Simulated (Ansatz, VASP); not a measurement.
This is a calculation of Pb for VASP 6.6.1.

The input POSCAR:

```
Pb
1.0
    3.4800000000      0.0000000000      0.0000000000
   -1.7400000000      3.0137684052      0.0000000000
    0.0000000000      0.0000000000      5.5900000000
Pb
2
Direct
    0.6666666667      0.3333333333      0.7500000000
    0.3333333333      0.6666666667      0.2500000000
```

File INCAR.step1:

```
SYSTEM = Pb
  PREC = Accurate
  ENCUT = 520
  EDIFF = 1E-5
  ISMEAR = -1
  SIGMA = 0.05
  LREAL = .False.
  LASPH = .True.
  NELM = 80
  ALGO = Normal
  ISIF = 2
  LWAVE = .True.
  NBANDS = 21
  GGA = PE
```

Contents of INCAR.step2:

```
SYSTEM = Pb
  PREC = Accurate
  ENCUT = 520
  EDIFF = 1E-6
  ISMEAR = -1
  SIGMA = 0.05
  LREAL = .False.
  LASPH = .True.
  NELM = 80
  ALGO = Normal
  ISIF = 2
  LWAVE = .False.
  LCHARG = .True.
  METAGGA = R2SCAN
  LHFCALC = .True.
  AEXX = 0.25
  LMIXTAU = .True.
  PRECFOCK = Normal
  LELF = .True.
  LVHAR = .True.
  NBANDS = 21
  ISTART = 1
```

The input KPOINTS:

```
Automatic mesh
0
Gamma
  5 5 3
  0 0 0
```

Potentials or basis: VASP PAW PBE potentials, release 64 (Pb_d).

Command:

```sh
$ cat potpaw_PBE.64/Pb_d/POTCAR > POTCAR
$ cp INCAR.step1 INCAR
$ mpirun -np 1 vasp_std > vasp.out
$ cp INCAR.step2 INCAR
$ mpirun -np 1 vasp_std > vasp.out
```

Q: Translate it to Ansatz 0.2.0. Potentials there: Ansatz PAW.

A: As run (the cutoff follows the program's own potentials):

Contents of input.yaml:

```yaml
crystal:
  lattice:
    - [3.48, 0.0, 0.0]
    - [-1.74, 3.0137684052, 0.0]
    - [0.0, 0.0, 5.59]
  atoms:
    - { symbol: Pb, position: [0.6666666667, 0.3333333333, 0.75] }
    - { symbol: Pb, position: [0.3333333333, 0.6666666667, 0.25] }
hamiltonian:
  xc: r2scan0
  pseudopotentials: { kind: paw }
kpoints:
  mp_grid: { grid: [5, 5, 3] }
scf:
  occupations: { method: fermi_dirac, width: 0.05 }
output:
  forces: true
  stress: true
  eigenvalues: true
```

Potentials or basis: Ansatz PAW.

Command:

```sh
$ ansatz run input.yaml --threads 2 --pin off --max-ram 5632MiB --backend cpu --events-out ev --progress --plain --runs-dir out
```

Both were run:

|  | VASP | Ansatz | Ansatz less VASP |
| --- | --- | --- | --- |
| gap on the k mesh at the Fermi level (eV) | none | none | - |
| pressure (GPa) | 2.7 | 2.8 | +0.14 |
| traceless stress, the component that is largest in VASP (GPa) | -0.03 | -0.06 | -0.030 |

VASP's potentials were made for PBE, not for r2SCAN0. A gap of «none» marks a metal or a gap that the smearing closes. With one functional, cell and mesh, what is left measures potentials, basis and numerics.

The k mesh is coarse, so the values compare programs but aren't converged. Spin-orbit coupling is off throughout.
